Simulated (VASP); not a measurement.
# Al (Fm-3m) in VASP: further runs

Al is run at these levels: PBE; tasks: single point, relaxation of cell and atoms.

Program: VASP 6.6.1. These are calculated values, not measurements. Logs are shortened: lines on timing, memory, paths and dates and some standing lists are left out, and cuts for length are marked.

## (1) The cell of the first run

Symmetry: Fm-3m, No. 225, cubic system. Conventional cell: a = 4.041 Å, b = 4.041 Å, c = 4.041 Å, α = 90.00°, β = 90.00°, γ = 90.00°. Within 3.8 Å of Al (site symmetry m-3m) lie 12 Al at 2.86 Å.

## (2) Single point, PBE

INCAR

```
ALGO = Fast
EDIFF = 1E-6
ENCUT = 520
GGA = PE
ISIF = 2
ISMEAR = 0
LASPH = True
LCHARG = True
LELF = True
LREAL = False
LVHAR = True
LWAVE = False
NBANDS = 8
NELM = 60
PREC = Accurate
SIGMA = 0.1
```

KPOINTS

```
k-points
0
Gamma
  18 18 18
```

POSCAR

```
Al
1.0
    0.0000000000      2.0207213148      2.0207213148
    2.0207213148      0.0000000000      2.0207213148
    2.0207213148      2.0207213148      0.0000000000
Al
1
Direct
    0.0000000000      0.0000000000      0.0000000000
```

Potentials or basis: VASP PAW PBE potentials, release 64 (Al).

Command:

```sh
cat potpaw_PBE.64/Al/POTCAR > POTCAR
mpirun -np 1 vasp_std > vasp.out
```

OUTCAR:

```text
EDIFF = 1E-6
   ENCUT = 520
   GGA = PE
   ISIF = 2
   ISMEAR = 0
   LASPH = True
   LREAL = False
   NELM = 60
   PREC = Accurate

 ion  position               nearest neighbor table
   1  0.000  0.000  0.000-

  LATTYP: Found a face centered cubic cell.
 ALAT       =     4.0414426296

  Lattice vectors:

 A1 = (   0.0000000000,   2.0207213148,   2.0207213148)
 A2 = (   2.0207213148,   0.0000000000,   2.0207213148)
 A3 = (   2.0207213148,   2.0207213148,   0.0000000000)

Analysis of symmetry for initial positions (statically):
=====================================================================
 Subroutine PRICEL returns:
 Original cell was already a primitive cell.

 Routine SETGRP: Setting up the symmetry group for a
 face centered cubic supercell.

 Subroutine GETGRP returns: Found 48 space group operations
 (whereof 48 operations were pure point group operations)
 out of a pool of 48 trial point group operations.

The static configuration has the point symmetry O_h .

Analysis of symmetry for dynamics (positions and initial velocities):
=====================================================================
 Subroutine PRICEL returns:
 Original cell was already a primitive cell.

 Routine SETGRP: Setting up the symmetry group for a
 face centered cubic supercell.

 Subroutine GETGRP returns: Found 48 space group operations
 (whereof 48 operations were pure point group operations)
 out of a pool of 48 trial point group operations.

The dynamic configuration has the point symmetry O_h .

 Subroutine INISYM returns: Found 48 space group operations
 (whereof 48 operations are pure point group operations),
 and found     1 'primitive' translations

----------------------------------------------------------------------------------------

                                     Primitive cell

  volume of cell :      16.5025

  direct lattice vectors                    reciprocal lattice vectors
     0.000000000  2.020721315  2.020721315    -0.247436396  0.247436396  0.247436396
     2.020721315  0.000000000  2.020721315     0.247436396 -0.247436396  0.247436396
     2.020721315  2.020721315  0.000000000     0.247436396  0.247436396 -0.247436396

  length of vectors
     2.857731489  2.857731489  2.857731489     0.428572410  0.428572410  0.428572410

  position of ions in fractional coordinates (direct lattice)
     0.000000000  0.000000000  0.000000000

  ion indices of the primitive-cell ions
   primitive index   ion index
                 1           1

----------------------------------------------------------------------------------------

 KPOINTS: k-points

Automatic generation of k-mesh.
 Grid dimensions read from file:
 generate k-points for:   18   18   18

 Generating k-lattice:

  Cartesian coordinates                     Fractional coordinates (reciprocal lattice)
    -0.013746466  0.013746466  0.013746466     0.055555556  0.000000000  0.000000000
     0.013746466 -0.013746466  0.013746466     0.000000000  0.055555556  0.000000000
     0.013746466  0.013746466 -0.013746466     0.000000000  0.000000000  0.055555556

  Length of vectors
     0.023809578  0.023809578  0.023809578

  Shift w.r.t. Gamma in fractional coordinates (k-lattice)
     0.000000000  0.000000000  0.000000000

 Subroutine IBZKPT returns following result:
 ===========================================

 Found    195 irreducible k-points:

 Following reciprocal coordinates:
            Coordinates               Weight
  0.000000  0.000000  0.000000      1.000000
  0.055556  0.000000  0.000000      8.000000
  0.111111  0.000000  0.000000      8.000000
  0.166667  0.000000  0.000000      8.000000
  0.222222  0.000000  0.000000      8.000000
  0.277778  0.000000  0.000000      8.000000
[... 16 lines left out ...]
 -0.277778  0.055556  0.000000     24.000000
 -0.222222  0.055556  0.000000     24.000000
 [... further k-points ...]
   k-points           NKPTS =    195   k-points in BZ     NKDIM =    195   number of bands    NBANDS=      8
   number of dos      NEDOS =    301   number of ions     NIONS =      1
   total plane-waves  NPLWV =  13824
   dimension x,y,z NGX =    24 NGY =   24 NGZ =   24
   dimension x,y,z NGXF=    48 NGYF=   48 NGZF=   48
   ions per type =               1
   NGX,Y,Z   is equivalent  to a cutoff of  13.96, 13.96, 13.96 a.u.
   NGXF,Y,Z  is equivalent  to a cutoff of  27.92, 27.92, 27.92 a.u.
 SYSTEM =  unknown system
   PREC   = accura    normal or accurate (medium, high low for compatibility)
   ISTART =      0    job   : 0-new  1-cont  2-samecut
   ICHARG =      2    charge: 1-file 2-atom 10-const
   ISPIN  =      1    spin polarized calculation?
   LNONCOLLINEAR =      F non collinear calculations
   LSORBIT =      F    spin-orbit coupling
   LASPH  =      T    aspherical Exc in radial PAW
   ENCUT  =  520.0 eV  38.22 Ry    6.18 a.u.   5.31  5.31  5.31*2*pi/ulx,y,z
   NELM   =     60;   NELMIN=  2; NELMDL= -5     # of ELM steps
   EDIFF  = 0.1E-05   stopping-criterion for ELM
   LREAL  =      F    real-space projection
   EDIFFG = 0.1E-04   stopping-criterion for IOM
   NSW    =      0    number of steps for IOM
   IBRION =     -1    ionic relax: 0-MD 1-quasi-New 2-CG
   NFREE  =      0    steps in history (QN), initial steepest desc. (CG)
   ISIF   =      2    stress and relaxation
   ISYM   =      2    0-nonsym 1-usesym 2-fastsym
   POTIM  = 0.5000    time-step for ionic-motion
   TEBEG  =    0.0;   TEEND  =   0.0 temperature during run
   PSTRESS=    0.0 pullay stress
   NELECT =       3.0000    total number of electrons
   NUPDOWN=      -1.0000    fix difference up-down
   EMIN   =  10.00;   EMAX   =-10.00  energy-range for DOS
   EFERMI =   0.00;   METHOD = LEGACY
   ISMEAR =     0;   SIGMA  =   0.10  broadening in eV -4-tet -1-fermi 0-gaus
   EFERMI_NEDOS =   21; number of points for ismear=-14 and -15
   IALGO  =     68    algorithm
   IMIX   =      4    mixing-type and parameters
     AMIX     =   0.40;   BMIX     =  1.00
     AMIX_MAG =   1.60;   BMIX_MAG =  1.00
  volume/ion in A,a.u.               =      16.50       111.36
  Fermi-wavevector in a.u.,A,eV,Ry     =   0.927397  1.752525 11.701887  0.860064
  Thomas-Fermi vector in A             =   2.053462
   LORBIT       =      0    0 simple, 1 ext, 2 COOP (PROOUT), +10 PAW based schemes
   GGA     = PE    functional components
   LHFCALC =     F    Hartree Fock is set to
   AEXX    =    0.0000 exact exchange contribution
   IVDW    =     0    specifies the selected vdW correction
   LEPSILON=     F    determine dielectric tensor
   LRPA    =     F    only Hartree local field effects (RPA)
 non-spin polarized calculation
 RMM-DIIS sequential band-by-band and
 Gauss-broadening in eV      SIGMA  =   0.10
  energy-cutoff  :      520.00
  volume of cell :       16.50
 maximum number of plane-waves:       459
 NGX is ok and might be reduce to    24
   NGX = 11   NGY = 11   NGZ = 11

 number of electron       3.0000000 magnetization

 Free energy of the ion-electron system (eV)
  ---------------------------------------------------
  ext. energy  EPLUGINS =         0.00000000
  ---------------------------------------------------
  free energy    TOTEN  =        -3.74453111 eV

  energy without entropy =       -3.74160770  energy(sigma->0) =       -3.74306940

 E-fermi :   7.9899     XC(G=0): -10.1959

 val. band max:        7.9835853177   @ k =  -0.2778   0.2778   0.0556
 cond. band min:       7.9908665039   @ k =  -0.2778   0.5000   0.2222
 fundamental gap:      0.0072811862
 Fermi energy:         7.9898767184

 k-point     1 :       0.0000    0.0000    0.0000
  band No.  band energies     occupation
      1      -3.1347      2.00000
      2      20.6170      0.00000
      3      20.6170      0.00000
      4      20.6170      0.00000
      5      22.1080      0.00000
      6      22.1080      0.00000
      7      22.1080      0.00000
      8      24.4635      0.00000

 k-point     2 :       0.0556    0.0000    0.0000
  band No.  band energies     occupation
      1      -3.0508      2.00000
      2      19.0992      0.00000
      3      20.3049      0.00000
      4      20.3049      0.00000
      5      22.5509      0.00000
      6      22.5509      0.00000
      7      22.6833      0.00000
      8      25.3463      0.00000

 k-point     3 :       0.1111    0.0000    0.0000
  band No.  band energies     occupation
      1      -2.7994      2.00000
      2      16.8768      0.00000
      3      19.7931      0.00000
      4      19.7931      0.00000
      5      22.7467      0.00000
      6      23.4242      0.00000
      7      23.4242      0.00000
      8      25.9147      0.00000

 k-point     4 :       0.1667    0.0000    0.0000
  band No.  band energies     occupation
      1      -2.3813      2.00000
      2      14.6400      0.00000
      3      19.3475      0.00000
      4      19.3475      0.00000
      5      22.5844      0.00000
      6      24.0279      0.00000
      7      24.0280      0.00000
      8      25.2702      0.00000

 k-point     5 :       0.2222    0.0000    0.0000
  band No.  band energies     occupation
      1      -1.7982      2.00000
      2      12.4791      0.00000
      3      19.0202      0.00000
      4      19.0202      0.00000
      5      22.4140      0.00000
      6      23.2565      0.00000
      7      23.2565      0.00000
      8      26.2072      0.00000
[... 177 lines left out ...]
 k-point    22 :      -0.3333    0.0556    0.0000
  band No.  band energies     occupation
      1       0.2655      2.00000
      2       7.9463      1.46203
      3      17.1031      0.00000
      4      19.9109      0.00000
      5      20.0895      0.00000
      6      21.4614      0.00000
      7      22.9919      0.00000
      8      25.8746      0.00000

 k-point    23 :      -0.2778    0.0556    0.0000
  band No.  band energies     occupation
      1      -0.6939      2.00000
      2       9.8311      0.00000
      3      17.1206      0.00000
      4      19.9911      0.00000
      5      20.8912      0.00000
      6      22.3257      0.00000
      7      22.9442      0.00000
      8      26.6650      0.00000

 k-point    24 :      -0.2222    0.0556    0.0000
  band No.  band energies     occupation
      1      -1.4936      2.00000
      2      11.8392      0.00000
      3      17.2825      0.00000
      4      20.1338      0.00000
      5      21.8792      0.00000
      6      22.9297      0.00000
      7      23.3769      0.00000
      8      25.5791      0.00000

 [... further k-points ...]

------------------------ aborting loop because EDIFF is reached ----------------------------------------

  FORCE on cell =-STRESS in cart. coord.  units (eV):
  Direction    XX          YY          ZZ          XY          YZ          ZX
  --------------------------------------------------------------------------------------
  -------------------------------------------------------------------------------------
  Total       -0.0047284     -0.0047284     -0.0047284     -0.0000000      0.0000000      0.0000000
  in kB       -0.4590680     -0.4590680     -0.4590680     -0.0000000      0.0000000      0.0000000
  external PRESSURE =      -0.4590680 kB  Pullay stress =       0.0000000 kB

 VOLUME and BASIS-vectors are now :
 -----------------------------------------------------------------------------
  energy-cutoff  :      520.00
  volume of cell :       16.50
      direct lattice vectors                 reciprocal lattice vectors
     0.000000000  2.020721315  2.020721315    -0.247436396  0.247436396  0.247436396
     2.020721315  0.000000000  2.020721315     0.247436396 -0.247436396  0.247436396
     2.020721315  2.020721315  0.000000000     0.247436396  0.247436396 -0.247436396

 POSITION                                       TOTAL-FORCE (eV/Angst)
 -----------------------------------------------------------------------------------
      0.00000      0.00000      0.00000         0.000000      0.000000      0.000000
 -----------------------------------------------------------------------------------
    total drift:                               -0.000000      0.000000      0.000000

  FREE ENERGIE OF THE ION-ELECTRON SYSTEM (eV)
  ---------------------------------------------------
  free  energy   TOTEN  =        -3.7445311050 eV

  energy  without entropy=       -3.7416077049  energy(sigma->0) =       -3.74306940
```

Wall time 8.3 s (1 thread of Intel Xeon 6975P-C (Granite Rapids), shared host); peak memory 0.14 GiB.

Results:

| Property | Result |
| --- | --- |
| Free energy | -3.7445 eV |
| Pressure | 0.0 GPa |

## (3) Relaxation of cell and atoms, PBE

This run uses another cell than the first one, of 15.79 Å³/atom, 0.957 times its volume.

INCAR

```
SYSTEM = Al
PREC     = Accurate       ! precision mode
ENCUT    = 600            ! plane-wave cutoff, eV
EDIFF    = 1E-6           ! SCF threshold, eV
ISMEAR   = 0              ! smearing method
SIGMA    = 0.1            ! smearing width, eV
LREAL    = .False.        ! projectors in reciprocal space
LASPH    = .True.         ! aspherical terms in the spheres
NELM     = 60             ! most SCF steps
ALGO     = Normal         ! electronic algorithm
ISIF     = 3              ! what is computed and relaxed
LWAVE    = .False.        ! write WAVECAR
LCHARG   = .False.        ! write CHGCAR
GGA      = PE             ! functional
IBRION   = 2              ! ionic algorithm
NSW      = 70             ! ionic steps
EDIFFG   = -0.005         ! ionic threshold
```

KPOINTS

```
Automatic mesh
0
Gamma
  18 18 18
  0 0 0
```

POSCAR

```
Al
1.0
    0.0000000000      1.9913663546      1.9913663546
    1.9913663546      0.0000000000      1.9913663546
    1.9913663546      1.9913663546      0.0000000000
Al
1
Direct
    0.0000000000      0.0000000000      0.0000000000
```

Potentials or basis: VASP PAW PBE potentials, release 64 (Al).

Command:

```sh
cat potpaw_PBE.64/Al/POTCAR > POTCAR
mpirun -np 1 vasp_std > vasp.out
```

Run time: 8 s. Hardware: 1 thread of Intel Xeon 6975P-C (Granite Rapids), shared host; peak memory 0.14 GiB.

It converged, with:

```yaml
Free_energy: -3.7446 eV
Relaxed_volume: 16.49 Å³/atom
Relaxed_cell: a = 2.857 Å, b = 2.857 Å, c = 2.857 Å, α = 60.00°, β = 60.00°, γ = 60.00°
Space_group_after_relaxing_to_0.05_Å: Fm-3m (No. 225)
Energy_gained_by_relaxing: 7.6 meV/atom
Ionic_steps: 3
Pressure_after_relaxing: 0.0 GPa
```

The path:
```csv
step,energy change (eV),largest force (eV/Å),pressure (GPa),volume (Å³)
1,0.0000,0.0000,3.65,15.79
2,-0.0074,0.0000,-0.62,16.63
3,-0.0076,0.0000,0.01,16.49
```

Final structure:
```
Al
1.0
     0.00000    2.02027    2.02027
     2.02027    0.00000    2.02027
     2.02027    2.02027    0.00000
Al
1
Direct
  0.00000 0.00000 0.00000
```

Levels at points of the mesh, in eV from the Fermi level:
```tsv
k point	band 1	band 2	band 3	band 4
(0.00, 0.00, 0.00)	-11.13	12.63	12.63	12.63
(0.50, 0.00, 0.00)	-4.59	-4.37	11.42	11.47
(0.50, 0.50, 0.00)	-2.92	-1.59	5.27	5.61
```
